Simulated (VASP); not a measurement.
Here is a VASP 6.6.1 calculation.

Contents of POSCAR:

```
Pt
1.0
    2.7294839214      0.0000000000      0.0000000000
   -1.3647419607      2.3638024151      0.0000000000
    0.0000000000      0.0000000000      9.8102718389
Pt
4
Direct
    0.3333333333      0.6666666667      0.3809354293
    0.6666666667      0.3333333333      0.8809354293
    0.6666666667      0.3333333333      0.6190645707
    0.3333333333      0.6666666667      0.1190645707
```

Contents of INCAR.step1:

```
PREC = Accurate
ENCUT = 600
ISMEAR = 0
SIGMA = 0.1
LREAL = False
LASPH = True
NELM = 60
GGA = PE
ALGO = Normal
EDIFF = 1E-4
LWAVE = True
LCHARG = False
```

The input INCAR.step2:

```
PREC = Accurate
ENCUT = 600
EDIFF = 1E-6
ISMEAR = 0
SIGMA = 0.1
LREAL = False
LASPH = True
NELM = 60
ALGO = Normal
ISIF = 3
LWAVE = False
LCHARG = False
METAGGA = R2SCAN
LMIXTAU = True
IBRION = 2
NSW = 90
EDIFFG = -0.04
ISTART = 1
```

KPOINTS

```
Automatic mesh
0
Gamma
  9 9 2
```

Potentials or basis: VASP PAW PBE potentials, release 64 (Pt).

Command:

```console
$ cat potpaw_PBE.64/Pt/POTCAR > POTCAR
$ cp INCAR.step1 INCAR
$ mpirun -np 1 vasp_std > vasp.out
$ cp INCAR.step2 INCAR
$ mpirun -np 1 vasp_std > vasp.out
```

Predict the space group after relaxing (to 0.1 Å).

P6_3/mmc (No. 194).

Estimate the relaxed volume.

15.90 Å³/atom.

Estimate the relaxed cell.

a = 2.714 Å, b = 2.714 Å, c = 9.971 Å, α = 90.00°, β = 90.00°, γ = 120.00°.

Final structure:
```
Pt
1.0
     2.71398    0.00000    0.00000
    -1.35699    2.35038    0.00000
     0.00000    0.00000    9.97057
Pt
4
Direct
  0.33333 0.66667 0.38051
  0.66667 0.33333 0.88051
  0.66667 0.33333 0.61949
  0.33333 0.66667 0.11949
```

Caveat: the highest band is partly filled, so the run has too few bands; the PAW data sets were made with another functional, which shifts forces and pressure a little.
